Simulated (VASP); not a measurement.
Wanted: the native input for a VASP 6.6.1 run.

```yaml
Task: single point
Functional: r2SCAN
Potentials_or_basis: VASP PAW PBE potentials, release 64 (Ba_sv, Zr_sv, O)
Cutoff: 520 eV
k_mesh: 6 × 6 × 6
Occupations: gaussian, width 0.01 eV
Spin: no spin polarisation
Dipole_correction: no
Further_INCAR_settings: ALGO = Normal; EDIFF = 1e-07; NBANDS = 28
```

BaZrO3:

```
Ba Zr O
1.0
     4.28783    0.00000    0.00000
     0.00000    4.28783    0.00000
     0.00000    0.00000    4.28783
Ba Zr O
1 1 3
Direct
  0.00000 0.00000 0.00000
  0.50000 0.50000 0.50000
  0.00000 0.50000 0.50000
  0.50000 0.00000 0.50000
  0.50000 0.50000 0.00000
```

The input as run:

POSCAR

```
BaZrO3
1.0
    4.2878306078      0.0000000000      0.0000000000
    0.0000000000      4.2878306078      0.0000000000
    0.0000000000      0.0000000000      4.2878306078
Ba Zr O
1 1 3
Direct
    0.0000000000      0.0000000000      0.0000000000
    0.5000000000      0.5000000000      0.5000000000
    0.0000000000      0.5000000000      0.5000000000
    0.5000000000      0.0000000000      0.5000000000
    0.5000000000      0.5000000000      0.0000000000
```

INCAR.step1

```
SYSTEM = BaZrO3
ALGO = Normal ; EDIFF = 1E-4
ENCUT = 520 ; GGA = PE
ISMEAR = 0 ; LASPH = .TRUE.
LCHARG = .FALSE. ; LREAL = .FALSE.
LWAVE = .TRUE. ; NBANDS = 28
NELM = 60 ; PREC = Accurate
SIGMA = 0.01
```

INCAR.step2

```
SYSTEM = BaZrO3
ALGO = Normal ; EDIFF = 1E-7
ENCUT = 520 ; ISIF = 2
ISMEAR = 0 ; ISTART = 1
LASPH = .TRUE. ; LCHARG = .TRUE.
LELF = .TRUE. ; LMIXTAU = .TRUE.
LREAL = .FALSE. ; LVHAR = .TRUE.
LWAVE = .FALSE. ; METAGGA = R2SCAN
NBANDS = 28 ; NELM = 60
PREC = Accurate ; SIGMA = 0.01
```

KPOINTS

```
k-points
0
G
  6 6 6
  0 0 0
```

Potentials or basis: VASP PAW PBE potentials, release 64 (Ba_sv, Zr_sv, O).

The run is started by

```console
$ cat potpaw_PBE.64/Ba_sv/POTCAR potpaw_PBE.64/Zr_sv/POTCAR potpaw_PBE.64/O/POTCAR > POTCAR
$ cp INCAR.step1 INCAR
$ mpirun -np 1 vasp_std > vasp.out
$ cp INCAR.step2 INCAR
$ mpirun -np 1 vasp_std > vasp.out
```

It gave:

| Property | Result |
| --- | --- |
| Pressure | -7.6 GPa |
| Band gap on the k mesh | 3.53 eV (least direct gap 3.83 eV) |

Caveat: the cell stands under tension; the PAW data sets were made with another functional, which shifts forces and pressure a little; spin-orbit coupling is left out, which moves the levels of the heavy elements.

Wall time 110 s on 1 thread of Intel Xeon 8259CL, with other jobs on the host, peak memory 0.21 GiB.
